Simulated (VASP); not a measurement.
**SiC: single point with r2SCAN**

SiC:

```
Si C
1.0
     2.22173    2.22173    0.00000
    -2.22173    2.22173    0.00000
     0.00000    2.22173    2.15203
Si C
1 1
Direct
  0.00000 0.00000 0.00000
  0.75000 0.25000 0.50000
```

This cell differs from its parent crystal: in-plane strain +0.02.

```
Program                : VASP 6.6.1
Task                   : single point
Functional             : r2SCAN
Potentials or basis    : VASP PAW PBE potentials, release 64 (Si, C)
Cutoff                 : 520 eV
k mesh                 : 10 × 10 × 10
Occupations            : gaussian, width 0.01 eV
Spin                   : no spin polarisation
Dipole correction      : no
Further INCAR settings : ALGO = Normal; EDIFF = 1e-07; NBANDS = 11
```

```
Pressure               : -6.2 GPa
Band gap on the k mesh : 1.41 eV, indirect (least direct gap 4.98 eV)
```

Stress tensor (GPa, compression positive):
```
-8.94  0.00  0.00
 0.00 -8.94  0.00
 0.00  0.00 -0.60
```

Levels at points of the mesh, in eV from the valence-band top:
| k point | band 2 | band 3 | band 4 | band 5 | band 6 | band 7 |
| --- | --- | --- | --- | --- | --- | --- |
| (0.00, 0.00, 0.00) | -0.21 | -0.21 | 0.00 | 6.35 | 7.45 | 7.55 |
| (0.50, 0.00, 0.00) | -8.82 | -1.44 | -1.05 | 5.51 | 7.26 | 7.82 |
| (0.50, 0.50, 0.00) | -8.24 | -3.33 | -3.28 | 1.70 | 4.77 | 14.19 |
| (0.00, 0.00, 0.50) | -7.84 | -3.65 | -3.65 | 1.41 | 4.20 | 14.57 |

Run time: 55 s on 1 thread of Intel Xeon 6975P-C (shared host), peak memory 0.15 GiB.

Caveat: the cell differs from its parent crystal (in-plane strain +0.02); the PAW data sets were made with another functional, which shifts forces and pressure a little. A k mesh can miss the band edges.
